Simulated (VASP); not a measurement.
# Mg (Fm-3m) in VASP: further runs, part 3 of 3

VASP 6.6.1. Earlier steps stand in the parts before.

## (4) Electric field gradients, PBE (volume scaled by 0.96)

Input file INCAR:

```
SYSTEM = Mg
PREC = Accurate
ENCUT = 520
EDIFF = 1E-8
ISMEAR = -1
SIGMA = 0.03
LREAL = .False.
LASPH = .True.
NELM = 80
ALGO = Normal
ISIF = 2
LWAVE = .False.
LCHARG = .False.
GGA = PE
LEFG = .True.
NBANDS = 7
```

Input file KPOINTS:

```
regular mesh
0
Gamma
  16 16 16
  0 0 0
```

Input file POSCAR:

```
Mg
1.0
    0.0000000000      2.2139244980      2.2139244980
    2.2139244980      0.0000000000      2.2139244980
    2.2139244980      2.2139244980      0.0000000000
Mg
1
Direct
    0.0000000000      0.0000000000      0.0000000000
```

Potentials or basis: VASP PAW PBE potentials, release 64 (Mg).

On the command line:

```bash
> cat potpaw_PBE.64/Mg/POTCAR > POTCAR
> mpirun -np 1 vasp_std > vasp.out
```

OUTCAR:

```text
SYSTEM = Mg
   PREC = Accurate
   ENCUT = 520
   EDIFF = 1E-8
   ISMEAR = -1
   LREAL = .False.
   LASPH = .True.
   NELM = 80
   ISIF = 2
   GGA = PE

 ion  position               nearest neighbor table
   1  0.000  0.000  0.000-

  LATTYP: Found a face centered cubic cell.
 ALAT       =     4.4278489960

  Lattice vectors:

 A1 = (   0.0000000000,   2.2139244980,   2.2139244980)
 A2 = (   2.2139244980,   0.0000000000,   2.2139244980)
 A3 = (   2.2139244980,   2.2139244980,   0.0000000000)

Analysis of symmetry for initial positions (statically):
=====================================================================
 Subroutine PRICEL returns:
 Original cell was already a primitive cell.

 Routine SETGRP: Setting up the symmetry group for a
 face centered cubic supercell.

 Subroutine GETGRP returns: Found 48 space group operations
 (whereof 48 operations were pure point group operations)
 out of a pool of 48 trial point group operations.

The static configuration has the point symmetry O_h .

Analysis of symmetry for dynamics (positions and initial velocities):
=====================================================================
 Subroutine PRICEL returns:
 Original cell was already a primitive cell.

 Routine SETGRP: Setting up the symmetry group for a
 face centered cubic supercell.

 Subroutine GETGRP returns: Found 48 space group operations
 (whereof 48 operations were pure point group operations)
 out of a pool of 48 trial point group operations.

The dynamic configuration has the point symmetry O_h .

 Subroutine INISYM returns: Found 48 space group operations
 (whereof 48 operations are pure point group operations),
 and found     1 'primitive' translations

----------------------------------------------------------------------------------------

                                     Primitive cell

  volume of cell :      21.7029

  direct lattice vectors                    reciprocal lattice vectors
     0.000000000  2.213924498  2.213924498    -0.225843293  0.225843293  0.225843293
     2.213924498  0.000000000  2.213924498     0.225843293 -0.225843293  0.225843293
     2.213924498  2.213924498  0.000000000     0.225843293  0.225843293 -0.225843293

  length of vectors
     3.130962051  3.130962051  3.130962051     0.391172059  0.391172059  0.391172059

  position of ions in fractional coordinates (direct lattice)
     0.000000000  0.000000000  0.000000000

  ion indices of the primitive-cell ions
   primitive index   ion index
                 1           1

----------------------------------------------------------------------------------------

 KPOINTS: regular mesh

Automatic generation of k-mesh.
 Grid dimensions read from file:
[... 61 lines left out ...]
   LSORBIT =      F    spin-orbit coupling
   LASPH  =      T    aspherical Exc in radial PAW
   ENCUT  =  520.0 eV  38.22 Ry    6.18 a.u.   5.82  5.82  5.82*2*pi/ulx,y,z
   NELM   =     80;   NELMIN=  2; NELMDL= -5     # of ELM steps
   EDIFF  = 0.1E-07   stopping-criterion for ELM
   LREAL  =      F    real-space projection
   EDIFFG = 0.1E-06   stopping-criterion for IOM
   NSW    =      0    number of steps for IOM
   IBRION =     -1    ionic relax: 0-MD 1-quasi-New 2-CG
   NFREE  =      0    steps in history (QN), initial steepest desc. (CG)
   ISIF   =      2    stress and relaxation
   ISYM   =      2    0-nonsym 1-usesym 2-fastsym
   POTIM  = 0.5000    time-step for ionic-motion
   TEBEG  =    0.0;   TEEND  =   0.0 temperature during run
   PSTRESS=    0.0 pullay stress
   NELECT =       2.0000    total number of electrons
   NUPDOWN=      -1.0000    fix difference up-down
   EMIN   =  10.00;   EMAX   =-10.00  energy-range for DOS
   EFERMI =   0.00;   METHOD = LEGACY
   ISMEAR =    -1;   SIGMA  =   0.03  broadening in eV -4-tet -1-fermi 0-gaus
   EFERMI_NEDOS =   21; number of points for ismear=-14 and -15
   IALGO  =     38    algorithm
   IMIX   =      4    mixing-type and parameters
     AMIX     =   0.40;   BMIX     =  1.00
     AMIX_MAG =   1.60;   BMIX_MAG =  1.00
  volume/ion in A,a.u.               =      21.70       146.46
  Fermi-wavevector in a.u.,A,eV,Ry     =   0.739455  1.397368  7.439589  0.546794
  Thomas-Fermi vector in A             =   1.833622
   LORBIT       =      0    0 simple, 1 ext, 2 COOP (PROOUT), +10 PAW based schemes
   GGA     = PE    functional components
[... 5 lines left out ...]
 non-spin polarized calculation
  energy-cutoff  :      520.00
  volume of cell :       21.70
 maximum number of plane-waves:       604
   NGX = 11   NGY = 11   NGZ = 11

 number of electron       2.0000000 magnetization

 Free energy of the ion-electron system (eV)
  ---------------------------------------------------
  ext. energy  EPLUGINS =         0.00000000
  ---------------------------------------------------
  free energy    TOTEN  =        -1.48262699 eV

  energy without entropy =       -1.48057901  energy(sigma->0) =       -1.48160300

 E-fermi :   2.9049     XC(G=0):  -8.6672

 val. band max:        2.9009223639   @ k =  -0.3750   0.4375   0.1250
 cond. band min:       2.9255472266   @ k =  -0.3125   0.3750   0.1250
 fundamental gap:      0.0246248627
 Fermi energy:         2.9049282255

 k-point     1 :       0.0000    0.0000    0.0000
  band No.  band energies     occupation
      1      -4.2447      2.00000
      2      15.6341      0.00000
      3      15.6341      0.00000
      4      15.6341      0.00000
      5      17.8696      0.00000
      6      17.8696      0.00000
      7      17.8697      0.00000
[... 221 lines left out ...]
 k-point    24 :      -0.0625    0.0625    0.0000
  band No.  band energies     occupation
      1      -4.0043      2.00000
      2      13.2666      0.00000
      3      14.1568      0.00000
      4      15.8679      0.00000
      5      18.0297      0.00000
      6      18.1356      0.00000
      7      18.7583      0.00000

 [... further k-points ...]

------------------------ aborting loop because EDIFF is reached ----------------------------------------

  FORCE on cell =-STRESS in cart. coord.  units (eV):
  Direction    XX          YY          ZZ          XY          YZ          ZX
  --------------------------------------------------------------------------------------
  -------------------------------------------------------------------------------------
  Total        0.3290817      0.3290817      0.3290817     -0.0000000      0.0000000      0.0000000
  in kB       24.2938219     24.2938219     24.2938219     -0.0000000      0.0000000      0.0000000
  external PRESSURE =      24.2938219 kB  Pullay stress =       0.0000000 kB

 VOLUME and BASIS-vectors are now :
 -----------------------------------------------------------------------------
  energy-cutoff  :      520.00
  volume of cell :       21.70
      direct lattice vectors                 reciprocal lattice vectors
     0.000000000  2.213924498  2.213924498    -0.225843293  0.225843293  0.225843293
     2.213924498  0.000000000  2.213924498     0.225843293 -0.225843293  0.225843293
     2.213924498  2.213924498  0.000000000     0.225843293  0.225843293 -0.225843293

 POSITION                                       TOTAL-FORCE (eV/Angst)
 -----------------------------------------------------------------------------------
      0.00000      0.00000      0.00000         0.000000      0.000000      0.000000
 -----------------------------------------------------------------------------------
    total drift:                                0.000000      0.000000     -0.000000

  FREE ENERGIE OF THE ION-ELECTRON SYSTEM (eV)
  ---------------------------------------------------
  free  energy   TOTEN  =        -1.4826269860 eV

  energy  without entropy=       -1.4805790077  energy(sigma->0) =       -1.48160300

 Electric field gradients (V/A^2)
---------------------------------------------------------------------
 ion       V_xx      V_yy      V_zz      V_xy      V_xz      V_yz
---------------------------------------------------------------------
   1       0.000    -0.000    -0.000     0.000     0.000     0.000
---------------------------------------------------------------------

 Electric field gradients after diagonalization (V/A^2)
 (convention: |V_zz| > |V_xx| > |V_yy|)
----------------------------------------------------------------------
 ion       V_xx      V_yy      V_zz     asymmetry (V_yy - V_xx)/ V_zz
----------------------------------------------------------------------
   1      -0.000    -0.000     0.000       0.000
----------------------------------------------------------------------

           NMR quadrupolar parameters

 Cq : quadrupolar parameter    Cq=e*Q*V_zz/h
 eta: asymmetry parameters     (V_yy - V_xx)/ V_zz
 Q  : nuclear electric quadrupole moment in mb (millibarn)
----------------------------------------------------------------------
 ion       Cq(MHz)       eta       Q (mb)
----------------------------------------------------------------------
   1       0.000       0.000       1.000
----------------------------------------------------------------------
```

OSZICAR:

```text
N       E                     dE             d eps       ncg     rms          rms(c)
DAV:   1    -0.846759387779E+00   -0.84676E+00   -0.81123E+02  2247   0.197E+02
DAV:   2    -0.148793254916E+01   -0.64117E+00   -0.63337E+00  2625   0.113E+01
DAV:   3    -0.149013885333E+01   -0.22063E-02   -0.22057E-02  2884   0.742E-01
DAV:   4    -0.149014216101E+01   -0.33077E-05   -0.33077E-05  2912   0.202E-02
DAV:   5    -0.149014217053E+01   -0.95223E-08   -0.95758E-08  2751   0.562E-04    0.647E-01
DAV:   6    -0.148646145890E+01    0.36807E-02   -0.35502E-04  2464   0.114E-01    0.413E-01
DAV:   7    -0.148262296285E+01    0.38385E-02   -0.14407E-03  2478   0.197E-01    0.231E-02
DAV:   8    -0.148262736358E+01   -0.44007E-05   -0.83197E-06  3073   0.165E-02    0.483E-03
DAV:   9    -0.148262713496E+01    0.22861E-06   -0.55130E-07  2695   0.304E-03    0.589E-04
DAV:  10    -0.148262699156E+01    0.14340E-06   -0.51542E-09  2947   0.361E-04    0.424E-05
DAV:  11    -0.148262698601E+01    0.55514E-08   -0.26425E-11  1582   0.332E-05
   1 F= -.14826270E+01 E0= -.14816030E+01  d E =-.204798E-02
```

stdout:

```text
POSCAR found type information on POSCAR Mg
 POSCAR found :  1 types and       1 ions
 scaLAPACK will be used
 LDA part: xc-table for (Slater+PW92), standard interpolation
 POSCAR, INCAR and KPOINTS ok, starting setup
 FFT: planning ... GRIDC
 FFT: planning ... GRID_SOFT
 FFT: planning ... GRID
 WAVECAR not read
 entering main loop
ion   1
```

Wall time 29 s (1 thread of AMD EPYC 7R43 (Zen 3), shared host); peak memory 0.11 GiB.

Results:

```
Free energy            : -1.4826 eV
Pressure               : 2.4 GPa
Band gap on the k mesh : zero (band 1 reaches 4.40 eV, above the bottom of band 2 at 1.64 eV)
```

Caveat: without QUAD_EFG the Cq values of the log hold for a quadrupole moment of 1 mb, not for the nuclei.

## (5) Electric field gradients, PBE (volume scaled by 1.01)

Input file INCAR:

```
SYSTEM = Mg
PREC = Accurate ; ENCUT = 520
EDIFF = 1E-8 ; ISMEAR = -1
SIGMA = 0.03 ; LREAL = .False.
LASPH = .True. ; NELM = 80
ALGO = Normal ; ISIF = 2
LWAVE = .False. ; LCHARG = .False.
GGA = PE ; LEFG = .True.
NBANDS = 7
```

Input file KPOINTS:

```
Automatic mesh
0
Gamma
  16 16 16
  0 0 0
```

Input file POSCAR:

```
Mg
1.0
    0.0000000000      2.2517120548      2.2517120548
    2.2517120548      0.0000000000      2.2517120548
    2.2517120548      2.2517120548      0.0000000000
Mg
1
Direct
    0.0000000000      0.0000000000      0.0000000000
```

Potentials or basis: VASP PAW PBE potentials, release 64 (Mg).

On the command line:

```bash
> cat potpaw_PBE.64/Mg/POTCAR > POTCAR
> mpirun -np 1 vasp_std > vasp.out
```

OUTCAR:

```text
SYSTEM = Mg
   PREC = Accurate
   ENCUT = 520
   EDIFF = 1E-8
   ISMEAR = -1
   LREAL = .False.
   LASPH = .True.
   NELM = 80
   ISIF = 2
   GGA = PE

 ion  position               nearest neighbor table
   1  0.000  0.000  0.000-

  LATTYP: Found a face centered cubic cell.
 ALAT       =     4.5034241096

  Lattice vectors:

 A1 = (   0.0000000000,   2.2517120548,   2.2517120548)
 A2 = (   2.2517120548,   0.0000000000,   2.2517120548)
 A3 = (   2.2517120548,   2.2517120548,   0.0000000000)

Analysis of symmetry for initial positions (statically):
=====================================================================
 Subroutine PRICEL returns:
 Original cell was already a primitive cell.

 Routine SETGRP: Setting up the symmetry group for a
 face centered cubic supercell.

[... 420 lines left out ...]
  external PRESSURE =       3.4701963 kB  Pullay stress =       0.0000000 kB

 VOLUME and BASIS-vectors are now :
 -----------------------------------------------------------------------------
  energy-cutoff  :      520.00
  volume of cell :       22.83
      direct lattice vectors                 reciprocal lattice vectors
     0.000000000  2.251712055  2.251712055    -0.222053259  0.222053259  0.222053259
     2.251712055  0.000000000  2.251712055     0.222053259 -0.222053259  0.222053259
     2.251712055  2.251712055  0.000000000     0.222053259  0.222053259 -0.222053259

 POSITION                                       TOTAL-FORCE (eV/Angst)
 -----------------------------------------------------------------------------------
      0.00000      0.00000      0.00000         0.000000      0.000000      0.000000
 -----------------------------------------------------------------------------------
    total drift:                               -0.000000      0.000000     -0.000000

  FREE ENERGIE OF THE ION-ELECTRON SYSTEM (eV)
  ---------------------------------------------------
  free  energy   TOTEN  =        -1.4921355582 eV

  energy  without entropy=       -1.4902922138  energy(sigma->0) =       -1.49121389

 Electric field gradients (V/A^2)
---------------------------------------------------------------------
 ion       V_xx      V_yy      V_zz      V_xy      V_xz      V_yz
---------------------------------------------------------------------
   1      -0.000     0.000    -0.000    -0.000    -0.000    -0.000
---------------------------------------------------------------------

 Electric field gradients after diagonalization (V/A^2)
 (convention: |V_zz| > |V_xx| > |V_yy|)
----------------------------------------------------------------------
 ion       V_xx      V_yy      V_zz     asymmetry (V_yy - V_xx)/ V_zz
----------------------------------------------------------------------
   1       0.000     0.000    -0.000       0.000
----------------------------------------------------------------------

           NMR quadrupolar parameters

 Cq : quadrupolar parameter    Cq=e*Q*V_zz/h
 eta: asymmetry parameters     (V_yy - V_xx)/ V_zz
 Q  : nuclear electric quadrupole moment in mb (millibarn)
----------------------------------------------------------------------
 ion       Cq(MHz)       eta       Q (mb)
----------------------------------------------------------------------
   1      -0.000       0.000       1.000
----------------------------------------------------------------------
```

Wall time 30 s (1 thread of AMD EPYC 7R43 (Zen 3), shared host); peak memory 0.11 GiB.

What came out:

- Free energy: -1.4921 eV
- Pressure: 0.3 GPa
- Band gap on the k mesh: zero (band 1 reaches 4.10 eV, above the bottom of band 2 at 1.36 eV)

Levels at points of the mesh, in eV from the Fermi level:
```tsv
k point	band 1	band 2	band 3	band 4	band 5	band 6
(0.00, 0.00, 0.00)	-6.93	12.41	12.41	12.41	14.37	14.37
(0.50, 0.00, 0.00)	-1.70	-1.27	11.31	11.31	12.16	12.16
(0.50, 0.50, 0.00)	-0.21	0.82	6.12	6.99	6.99	9.85
```

Caveat: without QUAD_EFG the Cq values of the log hold for a quadrupole moment of 1 mb, not for the nuclei.

## (6) Electric field gradients, PBE (volume scaled by 1.01)

Input file INCAR:

```
ALGO = Normal
EDIFF = 1E-8
ENCUT = 520
GGA = PE
ISIF = 2
ISMEAR = -1
LASPH = T
LCHARG = F
LEFG = T
LREAL = F
LWAVE = F
NBANDS = 7
NELM = 80
PREC = Accurate
SIGMA = 0.03
```

Input file KPOINTS:

```
k-points
0
Gamma
  16 16 16
```

POSCAR is that of step 5.

Potentials or basis: VASP PAW PBE potentials, release 64 (Mg).

On the command line:

```bash
> cat potpaw_PBE.64/Mg/POTCAR > POTCAR
> mpirun -np 1 vasp_std > vasp.out
```

OUTCAR:

```text
EDIFF = 1E-8
   ENCUT = 520
   GGA = PE
   ISIF = 2
   ISMEAR = -1
   LASPH = T
   LREAL = F
   NELM = 80
   PREC = Accurate

 ion  position               nearest neighbor table
   1  0.000  0.000  0.000-

  LATTYP: Found a face centered cubic cell.
 ALAT       =     4.5034241096

  Lattice vectors:

 A1 = (   0.0000000000,   2.2517120548,   2.2517120548)
 A2 = (   2.2517120548,   0.0000000000,   2.2517120548)
 A3 = (   2.2517120548,   2.2517120548,   0.0000000000)

Analysis of symmetry for initial positions (statically):
=====================================================================
 Subroutine PRICEL returns:
 Original cell was already a primitive cell.

 Routine SETGRP: Setting up the symmetry group for a
 face centered cubic supercell.

 Subroutine GETGRP returns: Found 48 space group operations
[... 419 lines left out ...]
  external PRESSURE =       3.4701963 kB  Pullay stress =       0.0000000 kB

 VOLUME and BASIS-vectors are now :
 -----------------------------------------------------------------------------
  energy-cutoff  :      520.00
  volume of cell :       22.83
      direct lattice vectors                 reciprocal lattice vectors
     0.000000000  2.251712055  2.251712055    -0.222053259  0.222053259  0.222053259
     2.251712055  0.000000000  2.251712055     0.222053259 -0.222053259  0.222053259
     2.251712055  2.251712055  0.000000000     0.222053259  0.222053259 -0.222053259

 POSITION                                       TOTAL-FORCE (eV/Angst)
 -----------------------------------------------------------------------------------
      0.00000      0.00000      0.00000         0.000000      0.000000      0.000000
 -----------------------------------------------------------------------------------
    total drift:                               -0.000000      0.000000     -0.000000

  FREE ENERGIE OF THE ION-ELECTRON SYSTEM (eV)
  ---------------------------------------------------
  free  energy   TOTEN  =        -1.4921355582 eV

  energy  without entropy=       -1.4902922138  energy(sigma->0) =       -1.49121389

 Electric field gradients (V/A^2)
---------------------------------------------------------------------
 ion       V_xx      V_yy      V_zz      V_xy      V_xz      V_yz
---------------------------------------------------------------------
   1      -0.000     0.000    -0.000    -0.000    -0.000    -0.000
---------------------------------------------------------------------

 Electric field gradients after diagonalization (V/A^2)
 (convention: |V_zz| > |V_xx| > |V_yy|)
----------------------------------------------------------------------
 ion       V_xx      V_yy      V_zz     asymmetry (V_yy - V_xx)/ V_zz
----------------------------------------------------------------------
   1       0.000     0.000    -0.000       0.000
----------------------------------------------------------------------

           NMR quadrupolar parameters

 Cq : quadrupolar parameter    Cq=e*Q*V_zz/h
 eta: asymmetry parameters     (V_yy - V_xx)/ V_zz
 Q  : nuclear electric quadrupole moment in mb (millibarn)
----------------------------------------------------------------------
 ion       Cq(MHz)       eta       Q (mb)
----------------------------------------------------------------------
   1      -0.000       0.000       1.000
----------------------------------------------------------------------
```

Run time: 26 s. Hardware: 1 thread of AMD EPYC 7R43 (Zen 3), shared host; peak memory 0.11 GiB.

What came out:

| Quantity | Value |
| --- | --- |
| Free energy | -1.4921 eV |
| Pressure | 0.3 GPa |
| Band gap on the k mesh | zero (band 1 reaches 4.10 eV, above the bottom of band 2 at 1.36 eV) |

Caveat: without QUAD_EFG the Cq values of the log hold for a quadrupole moment of 1 mb, not for the nuclei.

## (7) Summary

```tsv
cell	gap on the mesh (eV)	pressure (GPa)
a = 3.110 Å, angles 60.0°, 1 atom	none	3.4
a = 3.153 Å, angles 60.0°, 1 atom	none	1.5
a = 3.131 Å, angles 60.0°, 1 atom	none	2.4
a = 3.184 Å, angles 60.0°, 1 atom	none	0.3
```

Alike in all rows: task electric field gradients; level PBE; potentials or basis VASP PAW PBE potentials, release 64 (Mg); no spin polarisation; k mesh 16 × 16 × 16; cutoff (eV) 520; smearing fermi-dirac 0.03 eV.

Total energies depend on the potentials used, so only differences within one code and one set of settings carry meaning.
